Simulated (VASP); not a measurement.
Write the native input for VASP 6.6.1 that does the following.

```
Task                    : density of states
Functional              : PBE
Potentials or basis     : VASP PAW PBE potentials, release 64 (In_d)
Cutoff                  : 520 eV
k mesh                  : 11 × 11 × 11
Occupations             : fermi-dirac, width 0.1 eV
Spin                    : no spin polarisation
Dipole correction       : no
k mesh for the DOS      : 17 × 17 × 17
Occupations for the DOS : tetrahedron
Further INCAR settings  : ALGO = Normal; EDIFF = 1e-06; NBANDS = 20
```

Crystal: In.

```xyz
2
Lattice="0.0000 2.4837 2.4837 2.4837 0.0000 2.4837 2.4837 2.4837 0.0000" Properties=species:S:1:pos:R:3 pbc="T T T"
In   -0.6209   -0.6209   -0.6209
In    0.6209    0.6209    0.6209
```

This cell differs from its parent crystal: volume scaled by 0.4.

One way to write it, as run:

POSCAR

```
In
1.0
    0.0000000000      2.4837271037      2.4837271037
    2.4837271037      0.0000000000      2.4837271037
    2.4837271037      2.4837271037      0.0000000000
In
2
Direct
   -0.1250000000     -0.1250000000     -0.1250000000
    0.1250000000      0.1250000000      0.1250000000
```

INCAR.step1

```
PREC = Accurate ; ENCUT = 520
EDIFF = 1E-6 ; ISMEAR = -1
SIGMA = 0.1 ; LREAL = F
LASPH = T ; NELM = 100
ALGO = Normal ; ISIF = 2
LWAVE = F ; LCHARG = T
GGA = PE ; NBANDS = 20
```

KPOINTS.step1

```
Automatic mesh
0
Gamma
  11 11 11
```

INCAR.step2

```
PREC = Accurate ; ENCUT = 520
EDIFF = 1E-6 ; ISMEAR = -5
SIGMA = 0.1 ; LREAL = F
LASPH = T ; NELM = 100
ALGO = Normal ; ISIF = 2
LWAVE = F ; LCHARG = F
GGA = PE ; LORBIT = 11
NBANDS = 20 ; NEDOS = 2001
ICHARG = 11
```

KPOINTS.step2

```
Automatic mesh
0
Gamma
  17 17 17
```

Potentials or basis: VASP PAW PBE potentials, release 64 (In_d).

Command:

```sh
$ cat potpaw_PBE.64/In_d/POTCAR > POTCAR
$ cp INCAR.step1 INCAR
$ cp KPOINTS.step1 KPOINTS
$ mpirun -np 1 vasp_std > vasp.out
$ cp INCAR.step2 INCAR
$ cp KPOINTS.step2 KPOINTS
$ mpirun -np 1 vasp_std > vasp.out
```

Results of the run:

```yaml
Valence_electrons_inside_the_program's_atomic_spheres: In 12.81
```

Caveat: spin-orbit coupling is left out, which moves the levels of the heavy elements.

Wall time 2.6 min on 1 thread of AMD EPYC 7R43 64-Core Processor (Zen 3), with other jobs on the host, peak memory 0.17 GiB.
